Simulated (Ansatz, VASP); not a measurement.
C in VASP and in Ansatz

File INCAR:

```
PREC     = Accurate       # precision mode
ENCUT    = 520            # plane-wave cutoff, eV
EDIFF    = 1E-6           # SCF threshold, eV
ISMEAR   = 0              # smearing method
SIGMA    = 0.2            # smearing width, eV
LREAL    = False          # projectors in reciprocal space
LASPH    = True           # aspherical terms in the spheres
NELM     = 80             # most SCF steps
ALGO     = Normal         # electronic algorithm
ISIF     = 2              # what is computed and relaxed
LWAVE    = False          # write WAVECAR
LCHARG   = False          # write CHGCAR
GGA      = PE             # functional
NBANDS   = 16             # bands
```

File KPOINTS:

```
Automatic mesh
0
Gamma
  15 15 4
```

File POSCAR:

```
C
1.0
    2.4665665061      0.0000000000      0.0000000000
   -1.2332832531      2.1361092544      0.0000000000
    0.0000000000      0.0000000000      8.5267424969
C
4
Direct
    1.0000000000      1.0000000000      0.2500000000
    0.0000000000      0.0000000000      0.7500000000
    0.3333333333      0.6666666667      0.2500000000
    0.6666666667      0.3333333333      0.7500000000
```

Input for Ansatz:

```yaml
crystal:
  lattice:
    - [2.4665665061, 0.0, 0.0]
    - [-1.2332832531, 2.1361092544, 0.0]
    - [0.0, 0.0, 8.5267424969]
  atoms:
    - { symbol: C, position: [1.0, 1.0, 0.25] }
    - { symbol: C, position: [0.0, 0.0, 0.75] }
    - { symbol: C, position: [0.3333333333, 0.6666666667, 0.25] }
    - { symbol: C, position: [0.6666666667, 0.3333333333, 0.75] }
hamiltonian:
  xc: pbe
  pseudopotentials:
    kind: paw
    azcp:
      C: "pseudopotentials/C.paw.azcp"
basis:
  ecutwfc: 420
  fft_grid_basis: typed
kpoints:
  mp_grid: { grid: [15, 15, 4], shift: [0, 0, 0] }
magnetization:
  spin_polarized: false
scf:
  occupations: { method: gaussian, width: 0.2 }
  lower_state_search: "off"
output:
  stress: true
  write_density: true
  write_potential: true
  elf: true
  volumetric_format: npy
```

Alike in both runs: task single point; functional PBE; k mesh 15 × 15 × 4; occupations gaussian, width 0.2 eV; no spin polarisation.

|  | VASP | Ansatz |
| --- | --- | --- |
| version | VASP 6.6.1 | Ansatz 0.2.0 |
| potentials or method | VASP PAW PBE potentials, release 64 (C), cutoff 520 eV | plane waves (420 eV) with PAW, scalar-relativistic |
| valence electrons in the cell | 16 | 16 |

VASP gave:

| Quantity | Value |
| --- | --- |
| pressure (GPa) | 0.4 |
| traceless stress, the component that is largest in VASP (GPa) | -0.38 |

**Question.** What did Ansatz give for the same quantities?

**Answer.** Pressure (GPa): 0.0; traceless stress, the component that is largest in VASP (GPa): 0.03.
